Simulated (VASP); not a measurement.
# BN (P2_1/m) in VASP: further runs, part 2 of 2

VASP 6.6.1. Earlier steps stand in the parts before.

### 5 Single point, LDA (mode 4 (44.4 1/cm) frozen in, largest displacement -0.090 Å)

INCAR

```
SYSTEM = BN
ALGO = Normal
EDIFF = 1E-6
ENCUT = 520
GGA = CA
ISIF = 2
ISMEAR = 0
LASPH = .True.
LCHARG = .True.
LELF = .True.
LREAL = .False.
LVHAR = .True.
LWAVE = .False.
NBANDS = 16
NELM = 80
PREC = Accurate
SIGMA = 0.05
```

KPOINTS

```
k-points
0
Gamma
  12 12 4
  0 0 0
```

POSCAR

```
BN
1.0
    2.5039917043      0.0000000000      0.0000000000
   -1.2519958522      2.1685204268      0.0000000000
    0.0000000000      0.0000000000      6.6612000000
B N
2 2
Direct
    0.2932445598      0.6373196476      0.2500000000
    0.7067554402      0.3626803524      0.7500000000
    0.3733835676      0.6959854730      0.7500000000
    0.6266164324      0.3040145270      0.2500000000
```

Command:

```
cat potpaw_LDA.64/B/POTCAR potpaw_LDA.64/N/POTCAR > POTCAR
mpirun -np 1 vasp_std > vasp.out
```

Run time: 67 s. Hardware: 1 thread of Intel Xeon Platinum 8488C (Sapphire Rapids), shared host; peak memory 0.21 GiB.

Results (log left out):

| Property | Result |
| --- | --- |
| Free energy | -38.5707 eV |
| Pressure | -4.2 GPa |
| Largest force | 0.008 eV/Å |
| Band gap on the k mesh | 3.74 eV, indirect (least direct gap 4.13 eV) |

Forces in eV/Å, atoms in the order of the input:
```
B    0.007  0.005  0.000
B   -0.007 -0.005  0.000
N   -0.002 -0.006  0.000
N    0.002  0.006  0.000
```

Stress tensor (GPa, compression positive):
```
-5.95 -0.09  0.00
-0.09 -5.78  0.00
 0.00  0.00 -0.75
```

Levels at points of the mesh, in eV from the valence-band top:
```
           k point  band 6  band 7  band 8  band 9  band 10  band 11
(0.00, 0.00, 0.00)   -1.41   -1.38   -1.37    4.85     9.92    11.35
(0.50, 0.00, 0.00)   -4.16   -1.59   -0.39    3.74     5.68     9.40
(0.00, 0.50, 0.00)   -4.16   -1.48   -0.60    4.25     5.25     9.40
(0.50, 0.50, 0.00)   -4.16   -1.52   -0.54    4.10     5.37     9.38
(0.00, 0.00, 0.50)   -1.39   -1.39   -1.39    7.25     7.25    11.42
(0.50, 0.00, 0.50)   -4.19   -1.00   -1.00    4.49     4.49     9.82
(0.00, 0.50, 0.50)   -4.19   -1.00   -1.00    4.49     4.49     9.85
(0.50, 0.50, 0.50)   -4.19   -1.00   -1.00    4.49     4.49     9.84
```

Caveat: the cell differs from its parent crystal (mode 4 (44.4 1/cm) frozen in, largest displacement -0.090 Å). A k mesh can miss the band edges.

### 6 Single point, LDA (mode 4 (44.4 1/cm) frozen in, largest displacement +0.105 Å)

INCAR

```
SYSTEM = BN
PREC     = Accurate       ! precision mode
ENCUT    = 520            ! plane-wave cutoff, eV
EDIFF    = 1E-6           ! SCF threshold, eV
ISMEAR   = 0              ! smearing method
SIGMA    = 0.05           ! smearing width, eV
LREAL    = .False.        ! projectors in reciprocal space
LASPH    = .True.         ! aspherical terms in the spheres
NELM     = 60             ! most SCF steps
ALGO     = Normal         ! electronic algorithm
ISIF     = 2              ! what is computed and relaxed
LWAVE    = .False.        ! write WAVECAR
LCHARG   = .True.         ! write CHGCAR
LELF     = .True.         ! ELF
LVHAR    = .True.       
NBANDS   = 16             ! bands
```

KPOINTS

```
regular mesh
0
Gamma
  12 12 4
  0 0 0
```

POSCAR

```
BN
1.0
    2.5039917043      0.0000000000      0.0000000000
   -1.2519958522      2.1685204268      0.0000000000
    0.0000000000      0.0000000000      6.6612000000
B N
2 2
Direct
    0.3801035692      0.7009048556      0.2500000000
    0.6198964308      0.2990951444      0.7500000000
    0.2866080600      0.6324613926      0.7500000000
    0.7133919400      0.3675386074      0.2500000000
```

Potentials or basis: VASP PAW LDA potentials, release 64 (B, N).

Command:

```
cat potpaw_LDA.64/B/POTCAR potpaw_LDA.64/N/POTCAR > POTCAR
mpirun -np 1 vasp_std > vasp.out
```

OUTCAR:

```text
SYSTEM = BN
   PREC = Accurate
   ENCUT = 520
   EDIFF = 1E-6
   ISMEAR = 0
   LREAL = .False.
   LASPH = .True.
   NELM = 60
   ISIF = 2

 ion  position               nearest neighbor table
   1  0.380  0.701  0.250-   4 1.45   4 1.45   4 1.45
   2  0.620  0.299  0.750-   3 1.45   3 1.45   3 1.45
   3  0.287  0.632  0.750-   2 1.45   2 1.45   2 1.45
   4  0.713  0.368  0.250-   1 1.45   1 1.45   1 1.45

  LATTYP: Found a hexagonal cell.
 ALAT       =     2.5039917043
 C/A-ratio  =     2.6602324555

  Lattice vectors:

 A1 = (   2.5039917043,   0.0000000000,   0.0000000000)
 A2 = (  -1.2519958522,   2.1685204268,   0.0000000000)
 A3 = (   0.0000000000,   0.0000000000,   6.6612000000)

Analysis of symmetry for initial positions (statically):
=====================================================================
 Subroutine PRICEL returns:
 Original cell was already a primitive cell.

 Routine SETGRP: Setting up the symmetry group for a
 hexagonal supercell.

 Subroutine GETGRP returns: Found  4 space group operations
[... 166 lines left out ...]
  ---------------------------------------------------
  free energy    TOTEN  =       -38.56989167 eV

  energy without entropy =      -38.56989167  energy(sigma->0) =      -38.56989167

 E-fermi :   2.3918     XC(G=0): -10.5013

 val. band max:        2.1939031736   @ k =  -0.2500  -0.4167   0.0000
 cond. band min:       5.9655493745   @ k =   0.0000   0.5000   0.0000
 fundamental gap:      3.7716462009
 Fermi energy:         2.3918139650

 k-point     1 :       0.0000    0.0000    0.0000
  band No.  band energies     occupation
      1     -15.4653      2.00000
      2     -15.1576      2.00000
      3      -4.1963      2.00000
      4      -2.0129      2.00000
      5       0.7799      2.00000
      6       0.7810      2.00000
[... 433 lines left out ...]
      3      -2.9052      2.00000
      4      -2.1521      2.00000
      5      -2.1063      2.00000
      6      -0.8685      2.00000
[... 8 lines left out ...]
     15      16.6047      0.00000
     16      17.1715      0.00000

 [... further k-points ...]
[... 5 lines left out ...]
  --------------------------------------------------------------------------------------
  -------------------------------------------------------------------------------------
  Total       -1.3042198     -1.3485694     -0.1619268      0.0220997      0.0000000      0.0000000
  in kB      -57.7713469    -59.7358447     -7.1726654      0.9789224      0.0000000      0.0000000
  external PRESSURE =     -41.5599523 kB  Pullay stress =       0.0000000 kB

 VOLUME and BASIS-vectors are now :
 -----------------------------------------------------------------------------
  energy-cutoff  :      520.00
  volume of cell :       36.17
      direct lattice vectors                 reciprocal lattice vectors
     2.503991704  0.000000000  0.000000000     0.399362345  0.230571958  0.000000000
    -1.251995852  2.168520427  0.000000000     0.000000000  0.461143915  0.000000000
     0.000000000  0.000000000  6.661200000     0.000000000  0.000000000  0.150123101

 POSITION                                       TOTAL-FORCE (eV/Angst)
 -----------------------------------------------------------------------------------
      0.07425      1.51993      1.66530        -0.003659     -0.005786      0.000000
      1.17775      0.64859      4.99590         0.003659      0.005786      0.000000
     -0.07417      1.37151      4.99590         0.012978      0.007065      0.000000
      1.32617      0.79701      1.66530        -0.012978     -0.007065     -0.000000
 -----------------------------------------------------------------------------------
    total drift:                                0.000000      0.000000      0.000000

  FREE ENERGIE OF THE ION-ELECTRON SYSTEM (eV)
  ---------------------------------------------------
  free  energy   TOTEN  =       -38.5698916659 eV

  energy  without entropy=      -38.5698916659  energy(sigma->0) =      -38.56989167
```

stdout:

```text
POSCAR found type information on POSCAR B N
 POSCAR found :  2 types and       4 ions
 scaLAPACK will be used
 LDA part: xc-table for (Slater(with rela. corr.)+CA(PZ))
 , standard interpolation
 POSCAR, INCAR and KPOINTS ok, starting setup
 FFT: planning ... GRIDC
 FFT: planning ... GRID_SOFT
 FFT: planning ... GRID
 WAVECAR not read
 entering main loop
```

Wall time 60 s (1 thread of Intel Xeon Platinum 8488C (Sapphire Rapids), shared host); peak memory 0.21 GiB.

What came out:

| Quantity | Value |
| --- | --- |
| Free energy | -38.5699 eV |
| Pressure | -4.2 GPa |
| Largest force | 0.015 eV/Å |
| Band gap on the k mesh | 3.77 eV, indirect (least direct gap 4.18 eV) |

Forces on the atoms (eV/Å):
```
B   -0.004 -0.006  0.000
B    0.004  0.006  0.000
N    0.013  0.007  0.000
N   -0.013 -0.007  0.000
```

Caveat: the cell differs from its parent crystal (mode 4 (44.4 1/cm) frozen in, largest displacement +0.105 Å).
